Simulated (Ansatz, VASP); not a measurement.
## One calculation of Si2Ni, two programs

File INCAR:

```
PREC = Accurate
ENCUT = 520
EDIFF = 1E-6
ISMEAR = 0
SIGMA = 0.1
LREAL = F
LASPH = T
NELM = 80
ALGO = Normal
ISIF = 2
LWAVE = F
LCHARG = T
GGA = PE
LELF = T
LVHAR = T
NBANDS = 16
```

The input KPOINTS:

```
Automatic mesh
0
Gamma
  14 14 14
```

POSCAR

```
Si2Ni
1.0
    0.0000000000      2.6678362154      2.6678362154
    2.6678362154      0.0000000000      2.6678362154
    2.6678362154      2.6678362154      0.0000000000
Si Ni
2 1
Direct
    0.2500000000      0.2500000000      0.2500000000
    0.7500000000      0.7500000000      0.7500000000
    0.0000000000      0.0000000000      0.0000000000
```

Input for Ansatz:

```yaml
crystal:
  lattice:
    - [0.0, 2.6678362154, 2.6678362154]
    - [2.6678362154, 0.0, 2.6678362154]
    - [2.6678362154, 2.6678362154, 0.0]
  atoms:
    - { symbol: Si, position: [0.25, 0.25, 0.25] }
    - { symbol: Si, position: [0.75, 0.75, 0.75] }
    - { symbol: Ni, position: [0.0, 0.0, 0.0] }
basis:
  ecutwfc: 420
kpoints:
  mp_grid: { grid: [14, 14, 14] }
hamiltonian:
  xc: pbe
scf:
  occupations: { method: gaussian, width: 0.1 }
output:
  forces: true
  stress: true
  eigenvalues: true
```

Alike in both runs: task single point; functional PBE; k mesh 14 × 14 × 14; occupations gaussian, width 0.1 eV; no spin polarisation.

|  | VASP | Ansatz |
| --- | --- | --- |
| version | VASP 6.6.1 | Ansatz 0.2.0 |
| potentials or method | VASP PAW PBE potentials, release 64 (Si, Ni), cutoff 520 eV | scalar-relativistic, plane waves, PAW |
| valence electrons in the cell | 18 | 26 |

|  | VASP | Ansatz | Ansatz less VASP |
| --- | --- | --- | --- |
| gap on the k mesh at the Fermi level (eV) | none | none | - |
| pressure (GPa) | 10.1 | 10.3 | +0.16 |

A gap of «none» marks a metal or a gap that the smearing closes. With one functional, cell and mesh, what is left measures potentials, basis and numerics. VASP's potentials hold 18 valence electrons a cell and Ansatz's 26, so a difference there can come from the potentials and not from the codes.
